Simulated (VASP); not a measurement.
# LiF (Griceite) (Fm-3m) in VASP: a series of runs

LiF (Griceite) is run at these levels: LDA; tasks: single point.

All numbers are computed with VASP 6.6.1; they aren't measurements. Logs are shortened: lines on timing, memory, paths and dates and some standing lists are left out, and cuts for length are marked.

## (1) The cell of the first run

Symmetry: Fm-3m, No. 225, cubic system. The conventional cell has a = 3.946 Å, b = 3.946 Å, c = 3.946 Å, α = 90.00°, β = 90.00°, γ = 90.00°. Within 2.6 Å of F (site symmetry m-3m) lie 6 Li at 1.97 Å. Within 2.6 Å of Li (site symmetry m-3m) lie 6 F at 1.97 Å.

## (2) Single point, LDA (volume scaled by 0.94)

INCAR reads:

```
SYSTEM = LiF
ALGO     = Normal         ! electronic algorithm
EDIFF    = 1E-7           ! SCF threshold, eV
ENCUT    = 520            ! plane-wave cutoff, eV
GGA      = CA             ! functional
ISIF     = 2              ! what is computed and relaxed
ISMEAR   = -1             ! smearing method
LASPH    = .TRUE.         ! aspherical terms in the spheres
LCHARG   = .TRUE.         ! write CHGCAR
LELF     = .TRUE.         ! ELF
LREAL    = .FALSE.        ! projectors in reciprocal space
LVHAR    = .TRUE.       
LWAVE    = .FALSE.        ! write WAVECAR
NBANDS   = 12             ! bands
NELM     = 80             ! most SCF steps
PREC     = Accurate       ! precision mode
SIGMA    = 0.05           ! smearing width, eV
```

KPOINTS reads:

```
k-points
0
G
  11 11 11
  0 0 0
```

POSCAR reads:

```
LiF
1.0
    0.0000000000      1.9728864230      1.9728864230
    1.9728864230      0.0000000000      1.9728864230
    1.9728864230      1.9728864230      0.0000000000
F Li
1 1
Direct
    0.5000000000      0.5000000000      0.5000000000
    0.0000000000      0.0000000000      0.0000000000
```

Potentials or basis: VASP PAW LDA potentials, release 64 (F, Li_sv).

Started as:

```console
> cat potpaw_LDA.64/F/POTCAR potpaw_LDA.64/Li_sv/POTCAR > POTCAR
> mpirun -np 1 vasp_std > vasp.out
```

OUTCAR:

```text
SYSTEM = LiF
   EDIFF = 1E-7
   ENCUT = 520
   GGA = CA
   ISIF = 2
   ISMEAR = -1
   LASPH = .TRUE.
   LREAL = .FALSE.
   NELM = 80
   PREC = Accurate

 ion  position               nearest neighbor table
   1  0.500  0.500  0.500-   2 1.97   2 1.97   2 1.97   2 1.97   2 1.97   2 1.97
   2  0.000  0.000  0.000-   1 1.97   1 1.97   1 1.97   1 1.97   1 1.97   1 1.97

  LATTYP: Found a face centered cubic cell.
 ALAT       =     3.9457728460

  Lattice vectors:

 A1 = (   0.0000000000,   1.9728864230,   1.9728864230)
 A2 = (   1.9728864230,   0.0000000000,   1.9728864230)
 A3 = (   1.9728864230,   1.9728864230,   0.0000000000)

Analysis of symmetry for initial positions (statically):
=====================================================================
 Subroutine PRICEL returns:
 Original cell was already a primitive cell.

 Routine SETGRP: Setting up the symmetry group for a
 face centered cubic supercell.

 Subroutine GETGRP returns: Found 48 space group operations
 (whereof 48 operations were pure point group operations)
 out of a pool of 48 trial point group operations.

The static configuration has the point symmetry O_h .

Analysis of symmetry for dynamics (positions and initial velocities):
=====================================================================
 Subroutine PRICEL returns:
 Original cell was already a primitive cell.

 Routine SETGRP: Setting up the symmetry group for a
 face centered cubic supercell.

 Subroutine GETGRP returns: Found 48 space group operations
 (whereof 48 operations were pure point group operations)
 out of a pool of 48 trial point group operations.

The dynamic configuration has the point symmetry O_h .

 Subroutine INISYM returns: Found 48 space group operations
 (whereof 48 operations are pure point group operations),
 and found     1 'primitive' translations

----------------------------------------------------------------------------------------

                                     Primitive cell

  volume of cell :      15.3581

  direct lattice vectors                    reciprocal lattice vectors
     0.000000000  1.972886423  1.972886423    -0.253435775  0.253435775  0.253435775
     1.972886423  0.000000000  1.972886423     0.253435775 -0.253435775  0.253435775
     1.972886423  1.972886423  0.000000000     0.253435775  0.253435775 -0.253435775

  length of vectors
     2.790082736  2.790082736  2.790082736     0.438963639  0.438963639  0.438963639

  position of ions in fractional coordinates (direct lattice)
     0.500000000  0.500000000  0.500000000
     0.000000000  0.000000000  0.000000000

  ion indices of the primitive-cell ions
   primitive index   ion index
                 1           1
                 2           2

----------------------------------------------------------------------------------------

 KPOINTS: k-points

Automatic generation of k-mesh.
 Grid dimensions read from file:
 generate k-points for:   11   11   11

 Generating k-lattice:

  Cartesian coordinates                     Fractional coordinates (reciprocal lattice)
    -0.023039616  0.023039616  0.023039616     0.090909091  0.000000000  0.000000000
     0.023039616 -0.023039616  0.023039616     0.000000000  0.090909091  0.000000000
     0.023039616  0.023039616 -0.023039616     0.000000000  0.000000000  0.090909091

  Length of vectors
     0.039905785  0.039905785  0.039905785

  Shift w.r.t. Gamma in fractional coordinates (k-lattice)
     0.000000000  0.000000000  0.000000000

 Subroutine IBZKPT returns following result:
 ===========================================

 Found     56 irreducible k-points:

 Following reciprocal coordinates:
            Coordinates               Weight
  0.000000  0.000000  0.000000      1.000000
  0.090909  0.000000  0.000000      8.000000
  0.181818  0.000000  0.000000      8.000000
  0.272727  0.000000  0.000000      8.000000
  0.363636  0.000000  0.000000      8.000000
  0.454545  0.000000  0.000000      8.000000
[... 16 lines left out ...]
 -0.272727  0.181818  0.000000     24.000000
 -0.181818  0.181818  0.000000     12.000000
 [... further k-points ...]
   k-points           NKPTS =     56   k-points in BZ     NKDIM =     56   number of bands    NBANDS=     12
   number of dos      NEDOS =    301   number of ions     NIONS =      2
   total plane-waves  NPLWV =  13824
   dimension x,y,z NGX =    24 NGY =   24 NGZ =   24
   dimension x,y,z NGXF=    48 NGYF=   48 NGZF=   48
   ions per type =               1   1
   NGX,Y,Z   is equivalent  to a cutoff of  14.30, 14.30, 14.30 a.u.
   NGXF,Y,Z  is equivalent  to a cutoff of  28.60, 28.60, 28.60 a.u.
 SYSTEM =  LiF
   PREC   = accura    normal or accurate (medium, high low for compatibility)
   ISTART =      0    job   : 0-new  1-cont  2-samecut
   ICHARG =      2    charge: 1-file 2-atom 10-const
   ISPIN  =      1    spin polarized calculation?
   LNONCOLLINEAR =      F non collinear calculations
   LSORBIT =      F    spin-orbit coupling
   LASPH  =      T    aspherical Exc in radial PAW
   ENCUT  =  520.0 eV  38.22 Ry    6.18 a.u.   5.19  5.19  5.19*2*pi/ulx,y,z
   NELM   =     80;   NELMIN=  2; NELMDL= -5     # of ELM steps
   EDIFF  = 0.1E-06   stopping-criterion for ELM
   LREAL  =      F    real-space projection
   EDIFFG = 0.1E-05   stopping-criterion for IOM
   NSW    =      0    number of steps for IOM
   IBRION =     -1    ionic relax: 0-MD 1-quasi-New 2-CG
   NFREE  =      0    steps in history (QN), initial steepest desc. (CG)
   ISIF   =      2    stress and relaxation
   ISYM   =      2    0-nonsym 1-usesym 2-fastsym
   POTIM  = 0.5000    time-step for ionic-motion
   TEBEG  =    0.0;   TEEND  =   0.0 temperature during run
   PSTRESS=    0.0 pullay stress
   NELECT =      10.0000    total number of electrons
   NUPDOWN=      -1.0000    fix difference up-down
   EMIN   =  10.00;   EMAX   =-10.00  energy-range for DOS
   EFERMI =   0.00;   METHOD = LEGACY
   ISMEAR =    -1;   SIGMA  =   0.05  broadening in eV -4-tet -1-fermi 0-gaus
   EFERMI_NEDOS =   21; number of points for ismear=-14 and -15
   IALGO  =     38    algorithm
   IMIX   =      4    mixing-type and parameters
     AMIX     =   0.40;   BMIX     =  1.00
     AMIX_MAG =   1.60;   BMIX_MAG =  1.00
  volume/ion in A,a.u.               =       7.68        51.82
  Fermi-wavevector in a.u.,A,eV,Ry     =   1.418936  2.681400 27.393682  2.013379
  Thomas-Fermi vector in A             =   2.540009
   LORBIT       =      0    0 simple, 1 ext, 2 COOP (PROOUT), +10 PAW based schemes
   GGA     = CA    functional components
   LHFCALC =     F    Hartree Fock is set to
   AEXX    =    0.0000 exact exchange contribution
   IVDW    =     0    specifies the selected vdW correction
   LEPSILON=     F    determine dielectric tensor
   LRPA    =     F    only Hartree local field effects (RPA)
 non-spin polarized calculation
  energy-cutoff  :      520.00
  volume of cell :       15.36
 maximum number of plane-waves:       428
 NGX is ok and might be reduce to    24
   NGX = 11   NGY = 11   NGZ = 11

 number of electron      10.0000003 magnetization

 Free energy of the ion-electron system (eV)
  ---------------------------------------------------
  ext. energy  EPLUGINS =         0.00000000
  ---------------------------------------------------
  free energy    TOTEN  =       -10.49788523 eV

  energy without entropy =      -10.49788523  energy(sigma->0) =      -10.49788523

 E-fermi :   0.2236     XC(G=0): -10.9821

 val. band max:       -0.9008479537   @ k =   0.0000   0.0000   0.0000
 cond. band min:       8.5115331085   @ k =   0.0000   0.0000   0.0000
 fundamental gap:      9.4123810622
 Fermi energy:         0.2235969043

 k-point     1 :       0.0000    0.0000    0.0000
  band No.  band energies     occupation
      1     -40.5388      2.00000
      2     -20.6455      2.00000
      3      -0.9008      2.00000
      4      -0.9008      2.00000
      5      -0.9008      2.00000
      6       8.5115      0.00000
      7      23.3569      0.00000
      8      23.3569      0.00000
      9      23.3569      0.00000
     10      23.6127      0.00000
     11      23.6127      0.00000
     12      23.6127      0.00000

 k-point     2 :       0.0909    0.0000    0.0000
  band No.  band energies     occupation
      1     -40.5316      2.00000
      2     -20.6090      2.00000
      3      -1.1628      2.00000
      4      -0.9222      2.00000
      5      -0.9222      2.00000
      6       8.7490      0.00000
      7      20.7797      0.00000
      8      22.1530      0.00000
      9      22.1530      0.00000
     10      24.6121      0.00000
     11      24.6121      0.00000
     12      24.7367      0.00000

 k-point     3 :       0.1818    0.0000    0.0000
  band No.  band energies     occupation
      1     -40.5125      2.00000
      2     -20.5096      2.00000
      3      -1.8154      2.00000
      4      -0.9784      2.00000
      5      -0.9784      2.00000
      6       9.2788      0.00000
      7      18.3899      0.00000
      8      20.7149      0.00000
      9      20.7149      0.00000
     10      25.6398      0.00000
     11      25.8437      0.00000
     12      25.8437      0.00000
[... 286 lines left out ...]
 k-point    23 :      -0.2727    0.1818    0.0000
  band No.  band energies     occupation
      1     -40.4590      2.00000
      2     -20.1795      2.00000
      3      -2.9661      2.00000
      4      -2.0175      2.00000
      5      -1.0981      2.00000
      6      10.8319      0.00000
      7      15.3627      0.00000
      8      18.7295      0.00000
      9      18.9708      0.00000
     10      27.7669      0.00000
     11      27.9358      0.00000
     12      29.6275      0.00000

 k-point    24 :      -0.1818    0.1818    0.0000
  band No.  band energies     occupation
      1     -40.4796      2.00000
      2     -20.3145      2.00000
      3      -2.4906      2.00000
      4      -1.7168      2.00000
      5      -0.9821      2.00000
      6      10.2977      0.00000
      7      16.2167      0.00000
      8      19.3552      0.00000
      9      19.4268      0.00000
     10      26.1498      0.00000
     11      26.6443      0.00000
     12      29.7638      0.00000

 [... further k-points ...]
[... 5 lines left out ...]
  --------------------------------------------------------------------------------------
  -------------------------------------------------------------------------------------
  Total       -0.2460086     -0.2460086     -0.2460086      0.0000000     -0.0000000      0.0000000
  in kB      -25.6640115    -25.6640115    -25.6640115      0.0000000     -0.0000000      0.0000000
  external PRESSURE =     -25.6640115 kB  Pullay stress =       0.0000000 kB

 VOLUME and BASIS-vectors are now :
 -----------------------------------------------------------------------------
  energy-cutoff  :      520.00
  volume of cell :       15.36
      direct lattice vectors                 reciprocal lattice vectors
     0.000000000  1.972886423  1.972886423    -0.253435775  0.253435775  0.253435775
     1.972886423  0.000000000  1.972886423     0.253435775 -0.253435775  0.253435775
     1.972886423  1.972886423  0.000000000     0.253435775  0.253435775 -0.253435775

 POSITION                                       TOTAL-FORCE (eV/Angst)
 -----------------------------------------------------------------------------------
      1.97289      1.97289      1.97289        -0.000000     -0.000000      0.000000
      0.00000      0.00000      0.00000         0.000000      0.000000     -0.000000
 -----------------------------------------------------------------------------------
    total drift:                               -0.000000     -0.000000      0.000000

  FREE ENERGIE OF THE ION-ELECTRON SYSTEM (eV)
  ---------------------------------------------------
  free  energy   TOTEN  =       -10.4978852252 eV

  energy  without entropy=      -10.4978852252  energy(sigma->0) =      -10.49788523
```

Wall time 12 s (1 thread of Intel Xeon 8259CL, shared host); peak memory 0.12 GiB.

What came out:

| Quantity | Value |
| --- | --- |
| Free energy | -10.4979 eV |
| Band gap on the k mesh | 9.41 eV, direct |

Caveat: the cutoff is under 1.25 times the usual one of these potentials, so pressure, stress and relaxed cells hold a basis-set (Pulay) error.

## (3) Single point, LDA (volume scaled by 0.96)

INCAR reads:

```
ALGO = Normal ; EDIFF = 1E-7
ENCUT = 520 ; ISIF = 2
ISMEAR = -1 ; LASPH = T
LCHARG = T ; LELF = T
LREAL = F ; LVHAR = T
LWAVE = F ; NBANDS = 12
NELM = 80 ; PREC = Accurate
SIGMA = 0.05
```

KPOINTS reads:

```
k-points
0
Gamma
  11 11 11
```

POSCAR reads:

```
LiF
1.0
    0.0000000000      1.9867804471      1.9867804471
    1.9867804471      0.0000000000      1.9867804471
    1.9867804471      1.9867804471      0.0000000000
F Li
1 1
Direct
    0.5000000000      0.5000000000      0.5000000000
    0.0000000000      0.0000000000      0.0000000000
```

Potentials or basis: VASP PAW LDA potentials, release 64 (F, Li_sv).

Started as:

```console
> cat potpaw_LDA.64/F/POTCAR potpaw_LDA.64/Li_sv/POTCAR > POTCAR
> mpirun -np 1 vasp_std > vasp.out
```

It took 13 s on 1 thread of Intel Xeon 8259CL, shared host; peak memory 0.12 GiB.

The run converged. Its results:

* Free energy: -10.4922 eV
* Band gap on the k mesh: 9.21 eV, direct

Levels at points of the mesh, in eV from the valence-band top:
```
           k point  band 2  band 3  band 4  band 5  band 6  band 7  band 8  band 9
(0.00, 0.00, 0.00)  -19.68    0.00    0.00    0.00    9.21   23.98   23.98   23.98
```

Caveat: the cutoff is under 1.25 times the usual one of these potentials, so pressure, stress and relaxed cells hold a basis-set (Pulay) error. A k mesh can miss the band edges.

[end of part 1 of 2]
